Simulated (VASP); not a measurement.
Input of a VASP 6.6.1 run:

The input INCAR:

```
SYSTEM = Ta
PREC = Accurate
ENCUT = 520
EDIFF = 1E-6
ISMEAR = 0
SIGMA = 0.1
LREAL = .False.
LASPH = .True.
NELM = 60
ALGO = Normal
ISIF = 2
LWAVE = .False.
LCHARG = .False.
LDIPOL = .True.
IDIPOL = 3
DIPOL = 0.5 0.5 0.500
GGA = PE
IBRION = 2
NSW = 70
EDIFFG = -0.03
```

Contents of KPOINTS:

```
regular mesh
0
Gamma
  6 6 1
  0 0 0
```

POSCAR

```
Ta
1.0
    4.6937283335      0.0000000000      0.0000000000
   -2.3468641668      4.0648879753      0.0000000000
    0.0000000000      0.0000000000     18.7905164202
Ta
6
Selective dynamics
Direct
    0.6666666667      0.3333333333      0.3725283459  F F F
    0.3333333333      0.6666666667      0.4235170075  F F F
    0.0000000000      0.0000000000      0.4745056692  F F F
    0.6666666667      0.3333333333      0.5254943308  T T T
    0.3333333333      0.6666666667      0.5764829925  T T T
    0.0000000000      0.0000000000      0.6274716541  T T T
```

Potentials or basis: VASP PAW PBE potentials, release 64 (Ta_pv).

Run with:

```sh
$ cat potpaw_PBE.64/Ta_pv/POTCAR > POTCAR
$ mpirun -np 1 vasp_std > vasp.out
```

Question: Predict the energy gained by relaxing.

Answer: 77.4 meV/atom.

The path:
```tsv
step	energy change (eV)	largest force on free atoms (eV/Å)	pressure (GPa)
1	0.0000	2.3415	-4.79
2	-0.2439	1.5919	-4.14
3	-0.3963	0.8097	-2.93
4	-0.3965	0.8036	-2.99
5	-0.4307	0.3783	-2.69
6	-0.4429	0.5281	-2.34
7	-0.4596	0.2636	-2.14
8	-0.4646	0.0466	-1.95
9	-0.4646	0.0480	-1.96
10	-0.4647	0.0185	-1.97
```
